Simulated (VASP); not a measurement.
The system is Zn.

```
Zn
1.0
     2.53893    0.00000    0.00000
     0.00000    2.53893    0.00000
     0.00000    0.00000    2.53893
Zn
1
Direct
  0.00000 0.00000 0.00000
```

| Quantity | Value |
| --- | --- |
| Program | VASP 6.6.1 |
| Task | relaxation of cell and atoms |
| Functional | PBE |
| Potentials or basis | VASP PAW PBE potentials, release 64 (Zn) |
| Cutoff | 600 eV |
| k mesh | 17 × 17 × 17 |
| Occupations | fermi-dirac, width 0.08 eV |
| Spin | no spin polarisation |

At the start: pressure 6.8 GPa; volume 16.37 Å³/atom.

Problem. How do energy, volume and symmetry change on relaxing?

Solution. Over 3 steps the energy falls by 36.0 meV/atom and the volume is 18.27 Å³/atom (+11.6 %); space group Pm-3m (No. 221, to 0.05 Å).

The path:
```tsv
step	energy change (eV)	largest force (eV/Å)	pressure (GPa)	volume (Å³)
1	0.0000	0.0000	6.81	16.37
2	-0.0357	0.0000	0.49	18.07
3	-0.0360	0.0000	-0.03	18.27
```

Final structure:
```
Zn
1.0
     2.63375    0.00000    0.00000
     0.00000    2.63375    0.00000
     0.00000    0.00000    2.63375
Zn
1
Direct
  0.00000 0.00000 0.00000
```
